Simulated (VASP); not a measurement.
# HfO2: relaxation of cell and atoms with PBE

HfO2:

```xyz
6
Lattice="4.8763 0.0000 0.0000 0.0000 4.8763 0.0000 0.0000 0.0000 3.2386" Properties=species:S:1:pos:R:3 pbc="T T T"
Hf    0.0000    0.0000    0.0000
Hf    2.4382    2.4382    1.6193
O     0.9502    3.9261    1.6193
O     1.4879    1.4879    0.0000
O     3.3884    3.3884    0.0000
O     3.9261    0.9502    1.6193
```

```yaml
Program: VASP 6.6.1
Task: relaxation of cell and atoms
Functional: PBE
Potentials_or_basis: VASP PAW PBE potentials, release 64 (Hf_pv, O)
Cutoff: 600 eV
k_mesh: 6 × 6 × 8
Occupations: gaussian, width 0.02 eV
Spin: no spin polarisation
Dipole_correction: no
Further_INCAR_settings: ALGO = Normal; EDIFF = 1e-07; IBRION = 2; EDIFFG = -0.005; NSW = 100; ISIF = 3
```

```json
{"Relaxed volume": "12.67 Å³/atom", "Relaxed cell": "a = 4.857 Å, b = 4.857 Å, c = 3.223 Å, α = 90.00°, β = 90.00°, γ = 90.00°", "Space group after relaxing (to 0.1 Å)": "P4_2/mnm (No. 136)", "Energy gained by relaxing": "1.4 meV/atom", "Ionic steps": "5", "Pressure after relaxing": "0.0 GPa", "Band gap on the k mesh": "3.90 eV"}
```

The path:
| step | energy change (eV) | largest force (eV/Å) | pressure (GPa) | volume (Å³) |
| --- | --- | --- | --- | --- |
| 1 | 0.0000 | 0.0589 | -2.71 | 77.01 |
| 2 | 0.0139 | 0.1381 | 4.62 | 74.61 |
| 3 | -0.0083 | 0.0113 | -0.03 | 76.09 |
| 4 | -0.0083 | 0.0127 | 0.01 | 76.07 |
| 5 | -0.0084 | 0.0009 | 0.05 | 76.04 |

Final structure:
```cif
data_structure
_symmetry_space_group_name_H-M 'P 1'
_symmetry_Int_Tables_number 1
_cell_length_a 4.8571
_cell_length_b 4.8571
_cell_length_c 3.2234
_cell_angle_alpha 90.000
_cell_angle_beta 90.000
_cell_angle_gamma 90.000
_cell_volume 76.04
loop_
_atom_site_label
_atom_site_type_symbol
_atom_site_fract_x
_atom_site_fract_y
_atom_site_fract_z
_atom_site_occupancy
Hf1 Hf 0.00000 0.00000 0.00000 1
Hf2 Hf 0.50000 0.50000 0.50000 1
O1 O 0.19478 0.80522 0.50000 1
O2 O 0.30522 0.30522 0.00000 1
O3 O 0.69478 0.69478 0.00000 1
O4 O 0.80522 0.19478 0.50000 1
```

Levels at points of the mesh, in eV from the valence-band top:
| k point | band 19 | band 20 | band 21 | band 22 | band 23 | band 24 | band 25 | band 26 |
| --- | --- | --- | --- | --- | --- | --- | --- | --- |
| (0.00, 0.00, 0.00) | -0.75 | -0.50 | -0.50 | 0.00 | 3.90 | 4.09 | 5.14 | 5.50 |
| (0.50, 0.00, 0.00) | -1.44 | -1.44 | -0.65 | -0.65 | 4.55 | 4.55 | 6.09 | 6.09 |
| (0.50, 0.50, 0.00) | -1.14 | -1.14 | -0.85 | -0.85 | 4.14 | 4.14 | 5.56 | 5.56 |
| (0.00, 0.00, 0.50) | -2.03 | -2.03 | -0.97 | -0.97 | 5.49 | 5.49 | 5.96 | 5.96 |
| (0.50, 0.00, 0.50) | -1.76 | -1.76 | -0.91 | -0.91 | 4.13 | 4.13 | 6.23 | 6.23 |
| (0.50, 0.50, 0.50) | -1.06 | -1.06 | -0.52 | -0.52 | 5.04 | 5.04 | 5.75 | 5.75 |

It took 9.1 min on 1 thread of Intel Xeon 8259CL (shared host), peak memory 0.28 GiB.

Caveat: spin-orbit coupling is left out, which moves the levels of the heavy elements. A k mesh can miss the band edges.
